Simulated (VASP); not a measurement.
Set up this calculation in VASP 6.6.1, as the native input.

| Item | Value |
| --- | --- |
| Task | relaxation of the atoms |
| Functional | LDA |
| Potentials or basis | VASP PAW LDA potentials, release 64 (C, Pd) |
| Cutoff | 520 eV |
| k mesh | 2 × 2 × 1 |
| Occupations | fermi-dirac, width 0.05 eV |
| Spin | no spin polarisation |
| Dipole correction | no |
| Further INCAR settings | LREAL = Auto; ALGO = Normal; EDIFF = 1e-06; IBRION = 2; EDIFFG = -0.03; NSW = 80 |

The structure of PdC18 lies in POSCAR:

```
PdC18
1.0
    7.3980000000      0.0000000000      0.0000000000
   -3.6990000000      6.4068560000      0.0000000000
    0.0000000000      0.0000000000     11.0000000000
C Pd
18 1
Direct
    0.0000000000      0.0000000000      0.0909091000
    0.2222222000      0.1111111000      0.0909091000
    0.0000000000      0.3333333000      0.0909091000
    0.2222222000      0.4444444000      0.0909091000
    0.0000000000      0.6666667000      0.0909091000
    0.2222222000      0.7777778000      0.0909091000
    0.3333333000      0.0000000000      0.0909091000
    0.5555556000      0.1111111000      0.0909091000
    0.3333333000      0.3333333000      0.0909091000
    0.5555556000      0.4444444000      0.0909091000
    0.3333333000      0.6666667000      0.0909091000
    0.5555556000      0.7777778000      0.0909091000
    0.6666667000      0.0000000000      0.0909091000
    0.8888889000      0.1111111000      0.0909091000
    0.6666667000      0.3333333000      0.0909091000
    0.8888889000      0.4444444000      0.0909091000
    0.6666667000      0.6666667000      0.0909091000
    0.8888889000      0.7777778000      0.0909091000
    0.1376309000      0.5622190000      0.2563636000
```

The input as run:

INCAR

```
PREC = Accurate ; ENCUT = 520
EDIFF = 1E-6 ; ISMEAR = -1
SIGMA = 0.05 ; LREAL = Auto
LASPH = T ; NELM = 100
ALGO = Normal ; ISIF = 2
LWAVE = F ; LCHARG = F
IBRION = 2 ; NSW = 80
EDIFFG = -0.03
```

KPOINTS

```
regular mesh
0
Gamma
  2 2 1
```

Potentials or basis: VASP PAW LDA potentials, release 64 (C, Pd).

Run with:

```sh
$ cat potpaw_LDA.64/C/POTCAR potpaw_LDA.64/Pd/POTCAR > POTCAR
$ mpirun -np 1 vasp_std > vasp.out
```

Results of the run:

```json
{"Energy gained by relaxing": "3.9 meV/atom", "Ionic steps": "16", "Largest force after relaxing": "0.029 eV/Å", "Band gap on the k mesh": "0.31 eV"}
```

Caveat: the k points lie up to 0.49 Å⁻¹ apart; there is no dipole correction, which matters where the two faces differ.

Wall time 20 min on 1 thread of Intel(R) Xeon(R) Platinum 8259CL CPU @ 2.50GHz (Skylake/Cascade Lake) (shared host), peak memory 0.45 GiB.
